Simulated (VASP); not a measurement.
Input of a VASP 6.6.1 run:

File INCAR:

```
ALGO = Normal
EDIFF = 1E-6
ENCUT = 520
GGA = PS
ISIF = 2
ISMEAR = -1
LASPH = T
LCHARG = F
LREAL = F
LWAVE = F
NBANDS = 26
NELM = 60
PREC = Accurate
SIGMA = 0.1
```

KPOINTS

```
k-points
0
Gamma
  8 8 5
```

The input POSCAR:

```
ZnO
1.0
    3.2493080000      0.0000000000      0.0000000000
   -1.6246540000      2.8139830000      0.0000000000
    0.0000000000      0.0000000000      5.2057090000
Zn O
2 2
Direct
    0.3333333333      0.6666666667      0.5000000000
    0.6666666667      0.3333333333      0.0000000000
    0.6666666667      0.3333333333      0.3790100000
    0.3333333333      0.6666666667      0.8790100000
```

Potentials or basis: VASP PAW PBE potentials, release 64 (Zn, O).

Run with:

```bash
$ cat potpaw_PBE.64/Zn/POTCAR potpaw_PBE.64/O/POTCAR > POTCAR
$ mpirun -np 1 vasp_std > vasp.out
```

(1) What does it give for the pressure?

(2) Predict the band gap on the k mesh.

(3) Estimate the largest force.

Answers

(1) -0.6 GPa.

(2) 0.69 eV, direct.

(3) 0.065 eV/Å.

Caveat: the PAW data sets were made with another functional, which shifts forces and pressure a little.

**Experimental background.**

From “Electronic structure of alkaline earth and post-transition metal oxides”, 2009, arxiv:0908.1581, for a bulk crystal of ZnO: band gap 3.37 eV.

A measured gap of ZnO is 3.37 eV (quoted in “Electronic structure of alkaline earth and post-transition metal oxides”, 2009, arxiv:0908.1581); the calculated 0.69 eV misses it by -2.69 eV. So large a miss can be the level of theory's own, or it may mean another phase, state or a wrong row. The value is that of PBEsol, without temperature or zero-point motion. Semilocal functionals fall short of measured gaps as a rule.
